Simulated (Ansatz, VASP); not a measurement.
# HfB2 in VASP and in Ansatz

File INCAR:

```
SYSTEM = HfB2
PREC = Accurate ; ENCUT = 520
EDIFF = 1E-7 ; ISMEAR = -1
SIGMA = 0.05 ; LREAL = .False.
LASPH = .True. ; NELM = 80
ALGO = Normal ; ISIF = 2
LWAVE = .False. ; LCHARG = .False.
GGA = PS ; NBANDS = 15
```

Contents of KPOINTS:

```
Automatic mesh
0
Gamma
  13 13 11
  0 0 0
```

File POSCAR:

```
HfB2
1.0
    3.1400001005     -0.0471000015     -0.0471000015
   -1.6107898481      2.7428698556     -0.0172397971
   -0.0522000000     -0.0522000000      3.4800000000
Hf B
1 2
Direct
    0.0000000000      0.0000000000      0.0000000000
    0.3333333333      0.6666666667      0.5000000000
    0.6666666667      0.3333333333      0.5000000000
```

Input for Ansatz:

```yaml
crystal:
  lattice:
    - [3.1400001005, -0.0471000015, -0.0471000015]
    - [-1.6107898481, 2.7428698556, -0.0172397971]
    - [-0.0522, -0.0522, 3.48]
  atoms:
    - { symbol: Hf, position: [0.0, 0.0, 0.0] }
    - { symbol: B, position: [0.3333333333, 0.6666666667, 0.5] }
    - { symbol: B, position: [0.6666666667, 0.3333333333, 0.5] }
kpoints:
  mp_grid: { grid: [13, 13, 11] }
  band_path:
    path:
      - [0.0, 0.0, 0.0]
      - [0.0, 0.0, 0.5]
      - [-0.5, 0.5, 0.0]
      - [0.0, 0.0, 0.0]
      - [0.0, -0.5, 0.0]
      - [-0.5, 0.0, 0.5]
      - [0.0, 0.0, 0.0]
      - [-0.5, 0.0, 0.0]
      - [0.0, -0.5, 0.5]
    npoints: 5
scf:
  occupations: { method: fermi_dirac, width: 0.05 }
hamiltonian:
  xc: pbesol
  pseudopotentials: { kind: all_electron, lapw: { basis_error: 0.0005 } }
output:
  forces: true
  stress: true
  eigenvalues: true
```

Change from the starting cell: equal xy, yz and zx shear strains of -3 %.

Alike in both runs: task single point; functional PBEsol; k mesh 13 × 13 × 11; occupations fermi-dirac, width 0.05 eV; no spin polarisation.

|  | VASP | Ansatz |
| --- | --- | --- |
| version | VASP 6.6.1 | Ansatz 0.2.0 |
| potentials or method | VASP PAW PBE potentials, release 64 (Hf_pv, B), cutoff 520 eV | all-electron LAPW, scalar-relativistic |

VASP gave:

| Quantity | Value |
| --- | --- |
| pressure (GPa) | -3.6 |
| traceless stress, the component that is largest in VASP (GPa) | 8.43 |
| rms of the force components (eV/Å) | 0.020 |

Q: Which values does Ansatz return?

A: Pressure (GPa): -3.5; traceless stress, the component that is largest in VASP (GPa): 8.38; rms of the force components (eV/Å): 0.021.

VASP's potentials were made for PBE, not for PBEsol. Atom by atom the forces differ by 0.001 eV/Å (rms over components). Ansatz ran all-electron here, and VASP with PAW potentials.

Spin-orbit coupling is off throughout.
